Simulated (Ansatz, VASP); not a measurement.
**Re: VASP beside Ansatz**

Contents of INCAR:

```
SYSTEM = Re
PREC = Accurate
ENCUT = 520
EDIFF = 1E-6
ISMEAR = 0
SIGMA = 0.15
LREAL = .False.
LASPH = .True.
NELM = 100
ALGO = Normal
ISIF = 2
LWAVE = .False.
LCHARG = .False.
GGA = PE
NBANDS = 10
```

Contents of KPOINTS:

```
Automatic mesh
0
Gamma
  10 10 10
  0 0 0
```

File POSCAR:

```
Re
1.0
    0.0000000000      2.0368100410      1.8376100190
    2.0368100410      0.0000000000      1.8376100190
    2.0368100410      2.0368100410      0.0000000000
Re
1
Direct
    0.0000000000      0.0000000000      0.0000000000
```

Input for Ansatz:

```yaml
crystal:
  lattice:
    - [0.0, 2.036810041, 1.837610019]
    - [2.036810041, 0.0, 1.837610019]
    - [2.036810041, 2.036810041, 0.0]
  atoms:
    - { symbol: Re, position: [0.0, 0.0, 0.0] }
basis:
  ecutwfc: 420
kpoints:
  mp_grid: { grid: [10, 10, 10] }
hamiltonian:
  xc: pbe
scf:
  occupations: { method: gaussian, width: 0.15 }
output:
  forces: true
  stress: true
  eigenvalues: true
```

Alike in both runs: task single point; functional PBE; k mesh 10 × 10 × 10; occupations gaussian, width 0.15 eV; no spin polarisation.

```csv
,VASP,Ansatz
version,VASP 6.6.1,Ansatz 0.2.0
potentials or method,"VASP PAW PBE potentials, release 64 (Re), cutoff 520 eV","scalar-relativistic, plane waves, PAW"
valence electrons in the cell,7,15
```

|  | VASP | Ansatz | Ansatz less VASP |
| --- | --- | --- | --- |
| gap on the k mesh at the Fermi level (eV) | none | none | - |
| pressure (GPa) | -5.5 | -4.9 | +0.61 |
| traceless stress, the component that is largest in VASP (GPa) | 13.66 | 13.71 | +0.048 |

A gap of «none» marks a metal or a gap that the smearing closes. With one functional, cell and mesh, what is left measures potentials, basis and numerics. VASP's potentials hold 7 valence electrons a cell and Ansatz's 15, so a difference there can come from the potentials and not from the codes.

Spin-orbit coupling is off throughout.
